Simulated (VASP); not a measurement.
# Zr2B3 (P-6m2) in VASP: a series of runs, part 2 of 2

VASP 6.6.1. The steps go on from the part before.

## (3) Single point, PBE, collinear spin, ferromagnetic start

INCAR reads:

```
  PREC = Accurate
  ENCUT = 520
  EDIFF = 1E-7
  ISMEAR = 0
  SIGMA = 0.1
  LREAL = F
  LASPH = T
  NELM = 150
  ALGO = Normal
  ISIF = 2
  LWAVE = F
  LCHARG = F
  ISPIN = 2
  MAGMOM = 1 1 0 0 0
  LORBIT = 11
  LMAXMIX = 4
  GGA = PE
  NBANDS = 28
```

KPOINTS reads:

```
regular mesh
0
Gamma
  6 6 4
```

POSCAR reads:

```
Zr2B3
1.0
    3.9030660932      0.0000000000      0.0000000000
   -1.9515330466      3.3801543894      0.0000000000
    0.0000000000      0.0000000000      4.9793765227
Zr B
2 3
Direct
    0.6666666667      0.3333333333      0.5000000000
    0.3333333333      0.6666666667      0.0000000000
    0.0000000000      0.0000000000      0.6743147072
    0.0000000000      0.0000000000      0.3256852928
    0.6666666667      0.3333333333      0.0000000000
```

Potentials or basis: VASP PAW PBE potentials, release 64 (Zr_sv, B).

The run is started by

```
cat potpaw_PBE.64/Zr_sv/POTCAR potpaw_PBE.64/B/POTCAR > POTCAR
mpirun -np 1 vasp_std > vasp.out
```

OUTCAR:

```text
PREC = Accurate
   ENCUT = 520
   EDIFF = 1E-7
   ISMEAR = 0
   LREAL = F
   LASPH = T
   NELM = 150
   ISIF = 2
   ISPIN = 2
   LORBIT = 11
   GGA = PE

 ion  position               nearest neighbor table
   1  0.667  0.333  0.500-   3 2.41   4 2.41   3 2.41   4 2.41   3 2.41   4 2.41   5 2.49   5 2.49
                             2 3.36   2 3.36   2 3.36   2 3.36   2 3.36   2 3.36
   2  0.333  0.667  0.000-   5 2.25   5 2.25   5 2.25   3 2.78   4 2.78   4 2.78   3 2.78   4 2.78
                             3 2.78   1 3.36   1 3.36   1 3.36   1 3.36   1 3.36   1 3.36
   3  0.000  0.000  0.674-   4 1.74   1 2.41   1 2.41   1 2.41   2 2.78   2 2.78   2 2.78
   4  0.000  0.000  0.326-   3 1.74   1 2.41   1 2.41   1 2.41   2 2.78   2 2.78   2 2.78
   5  0.667  0.333  0.000-   2 2.25   2 2.25   2 2.25   1 2.49   1 2.49

  LATTYP: Found a hexagonal cell.
 ALAT       =     3.9030660932
 C/A-ratio  =     1.2757602366

  Lattice vectors:

 A1 = (   3.9030660932,   0.0000000000,   0.0000000000)
 A2 = (  -1.9515330466,   3.3801543894,   0.0000000000)
 A3 = (   0.0000000000,   0.0000000000,   4.9793765227)

Analysis of symmetry for initial positions (statically):
=====================================================================
 Subroutine PRICEL returns:
 Original cell was already a primitive cell.

 Routine SETGRP: Setting up the symmetry group for a
 hexagonal supercell.

 Subroutine GETGRP returns: Found 12 space group operations
 (whereof 12 operations were pure point group operations)
 out of a pool of 24 trial point group operations.

The static configuration has the point symmetry D_3h.

Analysis of symmetry for dynamics (positions and initial velocities):
=====================================================================
 Subroutine PRICEL returns:
 Original cell was already a primitive cell.

 Routine SETGRP: Setting up the symmetry group for a
 hexagonal supercell.

 Subroutine GETGRP returns: Found 12 space group operations
 (whereof 12 operations were pure point group operations)
 out of a pool of 24 trial point group operations.

The dynamic configuration has the point symmetry D_3h.

Analysis of structural, dynamic, and magnetic symmetry:
=====================================================================
 Subroutine PRICEL returns:
 Original cell was already a primitive cell.

 Routine SETGRP: Setting up the symmetry group for a
 hexagonal supercell.

 Subroutine GETGRP returns: Found 12 space group operations
 (whereof 12 operations were pure point group operations)
 out of a pool of 24 trial point group operations.

The overall configuration has the point symmetry D_3h.

 Subroutine INISYM returns: Found 12 space group operations
 (whereof 12 operations are pure point group operations),
 and found     1 'primitive' translations

----------------------------------------------------------------------------------------

                                     Primitive cell

  volume of cell :      65.6927

  direct lattice vectors                    reciprocal lattice vectors
     3.903066093  0.000000000  0.000000000     0.256208831  0.147922237  0.000000000
    -1.951533047  3.380154389  0.000000000     0.000000000  0.295844475  0.000000000
     0.000000000  0.000000000  4.979376523     0.000000000  0.000000000  0.200828356
[... 90 lines left out ...]
   IBRION =     -1    ionic relax: 0-MD 1-quasi-New 2-CG
   NFREE  =      0    steps in history (QN), initial steepest desc. (CG)
   ISIF   =      2    stress and relaxation
   ISYM   =      2    0-nonsym 1-usesym 2-fastsym
   POTIM  = 0.5000    time-step for ionic-motion
   TEBEG  =    0.0;   TEEND  =   0.0 temperature during run
   PSTRESS=    0.0 pullay stress
   NELECT =      33.0000    total number of electrons
   NUPDOWN=      -1.0000    fix difference up-down
   EMIN   =  10.00;   EMAX   =-10.00  energy-range for DOS
   EFERMI =   0.00;   METHOD = LEGACY
   ISMEAR =     0;   SIGMA  =   0.10  broadening in eV -4-tet -1-fermi 0-gaus
   EFERMI_NEDOS =   21; number of points for ismear=-14 and -15
   IALGO  =     38    algorithm
   IMIX   =      4    mixing-type and parameters
     AMIX     =   0.40;   BMIX     =  1.00
     AMIX_MAG =   1.60;   BMIX_MAG =  1.00
  volume/ion in A,a.u.               =      13.14        88.66
  Fermi-wavevector in a.u.,A,eV,Ry     =   1.301389  2.459268 23.042995  1.693612
  Thomas-Fermi vector in A             =   2.432525
   LORBIT       =     11    0 simple, 1 ext, 2 COOP (PROOUT), +10 PAW based schemes
   GGA     = PE    functional components
   LHFCALC =     F    Hartree Fock is set to
   AEXX    =    0.0000 exact exchange contribution
   IVDW    =     0    specifies the selected vdW correction
   LEPSILON=     F    determine dielectric tensor
   LRPA    =     F    only Hartree local field effects (RPA)
 spin polarized calculation
 Gauss-broadening in eV      SIGMA  =   0.10
  energy-cutoff  :      520.00
  volume of cell :       65.69
 maximum number of plane-waves:      1789
 NGX is ok and might be reduce to    30

 number of electron      33.0000000 magnetization      -0.0000672

 number of electron      33.0000000 magnetization       0.0000461

 Free energy of the ion-electron system (eV)
  ---------------------------------------------------
  ext. energy  EPLUGINS =         0.00000000
  ---------------------------------------------------
  free energy    TOTEN  =       -37.03136801 eV

  energy without entropy =      -37.02038180  energy(sigma->0) =      -37.02587490

 E-fermi :   8.3164     XC(G=0): -11.5379

 val. band max:        8.0930195854   @ k =   0.3333   0.1667   0.5000
 cond. band min:       8.3172303262   @ k =   0.3333   0.1667   0.2500
 fundamental gap:      0.2242107408
 Fermi energy:         8.3163775370

 spin component 1

 k-point     1 :       0.0000    0.0000    0.0000
  band No.  band energies     occupation
      1     -40.1839      1.00000
      2     -39.8629      1.00000
      3     -18.4052      1.00000
      4     -18.3175      1.00000
      5     -18.3175      1.00000
      6     -17.9645      1.00000
[... 640 lines left out ...]
     27      14.8241      0.00000
     28      16.9318      0.00000
 Fermi energy:         8.3163775370

 spin component 2

 k-point     1 :       0.0000    0.0000    0.0000
  band No.  band energies     occupation
      1     -40.1839      1.00000
      2     -39.8629      1.00000
      3     -18.4052      1.00000
      4     -18.3175      1.00000
      5     -18.3175      1.00000
      6     -17.9645      1.00000
[... 640 lines left out ...]
     27      14.8241      0.00000
     28      16.8720      0.00000

------------------------ aborting loop because EDIFF is reached ----------------------------------------

  FORCE on cell =-STRESS in cart. coord.  units (eV):
  Direction    XX          YY          ZZ          XY          YZ          ZX
  --------------------------------------------------------------------------------------
  -------------------------------------------------------------------------------------
  Total        0.0513548      0.0513548      0.0550160     -0.0000000      0.0000000      0.0000000
  in kB        1.2524888      1.2524888      1.3417832     -0.0000000      0.0000000      0.0000000
  external PRESSURE =       1.2822536 kB  Pullay stress =       0.0000000 kB

 VOLUME and BASIS-vectors are now :
 -----------------------------------------------------------------------------
  energy-cutoff  :      520.00
  volume of cell :       65.69
      direct lattice vectors                 reciprocal lattice vectors
     3.903066093  0.000000000  0.000000000     0.256208831  0.147922237  0.000000000
    -1.951533047  3.380154389  0.000000000     0.000000000  0.295844475  0.000000000
     0.000000000  0.000000000  4.979376523     0.000000000  0.000000000  0.200828356

 POSITION                                       TOTAL-FORCE (eV/Angst)
 -----------------------------------------------------------------------------------
      1.95153      1.12672      2.48969        -0.000000      0.000000      0.000000
     -0.00000      2.25344      0.00000        -0.000000     -0.000000      0.000000
      0.00000      0.00000      3.35767         0.000000     -0.000000      0.009687
      0.00000      0.00000      1.62171         0.000000     -0.000000     -0.009687
      1.95153      1.12672      0.00000         0.000000     -0.000000      0.000000
 -----------------------------------------------------------------------------------
    total drift:                               -0.000000      0.000000      0.000000

  FREE ENERGIE OF THE ION-ELECTRON SYSTEM (eV)
  ---------------------------------------------------
  free  energy   TOTEN  =       -37.0313680071 eV

  energy  without entropy=      -37.0203817989  energy(sigma->0) =      -37.02587490

 total charge

# of ion       s       p       d       tot
------------------------------------------
    1        2.177   6.021   1.740   9.939
    2        2.167   6.000   1.744   9.911
    3        0.699   1.055   0.000   1.754
    4        0.699   1.055   0.000   1.754
    5        0.787   1.009   0.000   1.796
--------------------------------------------------
tot          6.529  15.140   3.485  25.154

 magnetization (x)

# of ion       s       p       d       tot
------------------------------------------
    1        0.000   0.000   0.000   0.000
    2        0.000   0.000   0.000   0.000
    3       -0.000  -0.000   0.000  -0.000
    4       -0.000  -0.000   0.000  -0.000
    5        0.000   0.000   0.000   0.000
--------------------------------------------------
tot          0.000   0.000   0.000   0.000
```

stdout:

```text
POSCAR found type information on POSCAR ZrB
 POSCAR found :  2 types and       5 ions
 scaLAPACK will be used
 LDA part: xc-table for (Slater+PW92), standard interpolation
 POSCAR, INCAR and KPOINTS ok, starting setup
 FFT: planning ... GRIDC
 FFT: planning ... GRID_SOFT
 FFT: planning ... GRID
 WAVECAR not read
 entering main loop
```

Run time: 80 s. Hardware: 1 thread of AMD EPYC 7R43 (Zen 3), shared host; peak memory 0.2 GiB.

What came out:

```
Free energy                                           : -37.0314 eV
Pressure                                              : 0.1 GPa
Largest force                                         : 0.010 eV/Å
Net moment                                            : 0.00 μB per cell
Valence electrons inside the program's atomic spheres : Zr 9.94, 9.91; B 1.75, 1.80
```

Forces on the atoms (eV/Å):
```
Zr   0.000  0.000  0.000
Zr   0.000  0.000  0.000
B    0.000  0.000  0.010
B    0.000  0.000 -0.010
B    0.000  0.000  0.000
```

Levels at points of the mesh, in eV from the Fermi level:
Spin up:
| k point | band 14 | band 15 | band 16 | band 17 | band 18 | band 19 |
| --- | --- | --- | --- | --- | --- | --- |
| (0.00, 0.00, 0.00) | -1.63 | -1.63 | 0.10 | 0.33 | 0.33 | 0.93 |
| (0.50, 0.00, 0.00) | -1.88 | -1.85 | -1.73 | 0.08 | 0.75 | 1.80 |
| (0.00, 0.00, 0.50) | -3.01 | -3.01 | -1.87 | 2.23 | 2.40 | 2.40 |
| (0.50, 0.00, 0.50) | -2.02 | -1.79 | -0.80 | 0.28 | 0.42 | 1.07 |
Spin down:
```csv
k point,band 12,band 13,band 14,band 15,band 16,band 17,band 18,band 19,band 20,band 21
"(0.00, 0.00, 0.00)",-3.69,-3.69,-1.63,-1.63,0.10,0.33,0.33,0.93,0.93,0.95
"(0.50, 0.00, 0.00)",-4.24,-3.10,-1.88,-1.85,-1.73,0.08,0.75,1.80,2.91,3.31
"(0.00, 0.00, 0.50)",-3.46,-3.38,-3.01,-3.01,-1.87,2.23,2.40,2.40,2.42,2.42
"(0.50, 0.00, 0.50)",-4.30,-2.46,-2.02,-1.79,-0.80,0.28,0.42,1.07,1.78,2.26
```

## (4) Relaxation of cell and atoms, PBE

INCAR reads:

```
PREC = Accurate
ENCUT = 600
EDIFF = 1E-7
ISMEAR = 0
SIGMA = 0.1
LREAL = False
LASPH = True
NELM = 80
ALGO = Normal
ISIF = 3
LWAVE = False
LCHARG = False
GGA = PE
IBRION = 2
NSW = 100
EDIFFG = -0.01
```

KPOINTS reads:

```
Automatic mesh
0
Gamma
  12 12 8
```

POSCAR is that of step 3.

Potentials or basis: VASP PAW PBE potentials, release 64 (Zr_sv, B).

The run is started by

```
cat potpaw_PBE.64/Zr_sv/POTCAR potpaw_PBE.64/B/POTCAR > POTCAR
mpirun -np 1 vasp_std > vasp.out
```

OUTCAR:

```text
PREC = Accurate
   ENCUT = 600
   EDIFF = 1E-7
   ISMEAR = 0
   LREAL = False
   LASPH = True
   NELM = 80
   ISIF = 3
   GGA = PE
   IBRION = 2
   NSW = 100
   EDIFFG = -0.01

 ion  position               nearest neighbor table
   1  0.667  0.333  0.500-   3 2.41   4 2.41   3 2.41   4 2.41   3 2.41   4 2.41   5 2.49   5 2.49
                             2 3.36   2 3.36   2 3.36   2 3.36   2 3.36   2 3.36
   2  0.333  0.667  0.000-   5 2.25   5 2.25   5 2.25   3 2.78   4 2.78   4 2.78   3 2.78   4 2.78
                             3 2.78   1 3.36   1 3.36   1 3.36   1 3.36   1 3.36   1 3.36
   3  0.000  0.000  0.674-   4 1.74   1 2.41   1 2.41   1 2.41   2 2.78   2 2.78   2 2.78
   4  0.000  0.000  0.326-   3 1.74   1 2.41   1 2.41   1 2.41   2 2.78   2 2.78   2 2.78
   5  0.667  0.333  0.000-   2 2.25   2 2.25   2 2.25   1 2.49   1 2.49

  LATTYP: Found a hexagonal cell.
 ALAT       =     3.9030660932
[... 308 lines left out ...]

 Free energy of the ion-electron system (eV)
  ---------------------------------------------------
  ext. energy  EPLUGINS =         0.00000000
  ---------------------------------------------------
  free energy    TOTEN  =       -37.02733435 eV

  energy without entropy =      -37.01708888  energy(sigma->0) =      -37.02221162

 E-fermi :   8.2774     XC(G=0): -11.5384

 val. band max:        8.2746739179   @ k =   0.2500   0.0833   0.2500
 cond. band min:       8.3016123428   @ k =   0.4167   0.0833   0.0000
 fundamental gap:      0.0269384249
 Fermi energy:         8.2773911186

 k-point     1 :       0.0000    0.0000    0.0000
  band No.  band energies     occupation
      1     -40.1763      2.00000
      2     -39.8523      2.00000
      3     -18.4002      2.00000
      4     -18.3096      2.00000
      5     -18.3096      2.00000
      6     -17.9536      2.00000
[... 541 lines left out ...]
     19      10.2877      0.00000
     20      11.1530      0.00000

 [... further k-points ...]
[... 5 lines left out ...]
  --------------------------------------------------------------------------------------
  -------------------------------------------------------------------------------------
  Total        0.0114078      0.0114078     -0.0164420      0.0000000      0.0000000      0.0000000
  in kB        0.2782086      0.2782086     -0.4009808      0.0000000      0.0000000      0.0000000
  external PRESSURE =       0.0518122 kB  Pullay stress =       0.0000000 kB
[... 20 lines left out ...]
  FREE ENERGIE OF THE ION-ELECTRON SYSTEM (eV)
  ---------------------------------------------------
  free  energy   TOTEN  =       -37.0273343529 eV

  energy  without entropy=      -37.0170888831  energy(sigma->0) =      -37.02221162

 reached required accuracy - stopping structural energy minimisation
```

It took 5.9 min on 1 thread of AMD EPYC 7R43 (Zen 3), shared host; peak memory 0.26 GiB.

What came out:

```yaml
Free_energy: -37.0273 eV
Energy_gained_by_relaxing: 0.0 meV/atom
Ionic_steps: 4
Pressure_after_relaxing: 0.0 GPa
```

Forces on the atoms (eV/Å):
```
Zr   0.000  0.000  0.000
Zr   0.000  0.000  0.000
B    0.000  0.000  0.002
B    0.000  0.000 -0.002
B    0.000  0.000  0.000
```

Step by step:
```
step  energy change (eV)  largest force (eV/Å)  pressure (GPa)  volume (Å³)
   1              0.0000                0.0685            0.15        65.69
   2             -0.0001                0.0120           -0.26        65.81
   3             -0.0002                0.0153           -0.12        65.77
   4             -0.0002                0.0023            0.01        65.70
```

Final structure:
```yaml
crystal:
  lattice:
    - [3.90283, 0.00000, 0.00000]
    - [-1.95141, 3.37995, 0.00000]
    - [0.00000, 0.00000, 4.98025]
  atoms:
    - { symbol: Zr, position: [0.66667, 0.33333, 0.50000] }
    - { symbol: Zr, position: [0.33333, 0.66667, 0.00000] }
    - { symbol: B, position: [0.00000, 0.00000, 0.67499] }
    - { symbol: B, position: [0.00000, 0.00000, 0.32501] }
    - { symbol: B, position: [0.66667, 0.33333, 0.00000] }
```

## (5) Summary

| task | spin | cell | k mesh | cutoff (eV) | gap on the mesh (eV) | pressure (GPa) | largest force (eV/Å) |
| --- | --- | --- | --- | --- | --- | --- | --- |
| single point | off | a = 3.902, b = 3.902, c = 4.978 Å, angles 90.0, 90.0, 120.0°, 5 atoms | 12 × 12 × 8 | 520 | none | 0.1 | 0.01 |
| single point | collinear, ferromagnetic start | a = 3.903, b = 3.903, c = 4.979 Å, angles 90.0, 90.0, 120.0°, 5 atoms | 6 × 6 × 4 | 520 | none | 0.1 | 0.01 |
| relaxation of cell and atoms | off | relaxed from a = 3.903, b = 3.903, c = 4.979 Å, angles 90.0, 90.0, 120.0°, 5 atoms | 12 × 12 × 8 | 600 | none | 0.0 | - |

Some of these runs hold the atoms at other places in the same cell, which the table doesn't show; runs alike in all that it shows share one row.

Alike in all rows: level PBE; potentials or basis VASP PAW PBE potentials, release 64 (Zr_sv, B); smearing gaussian 0.1 eV.

Absolute energies hang on the potentials; compare differences alone.
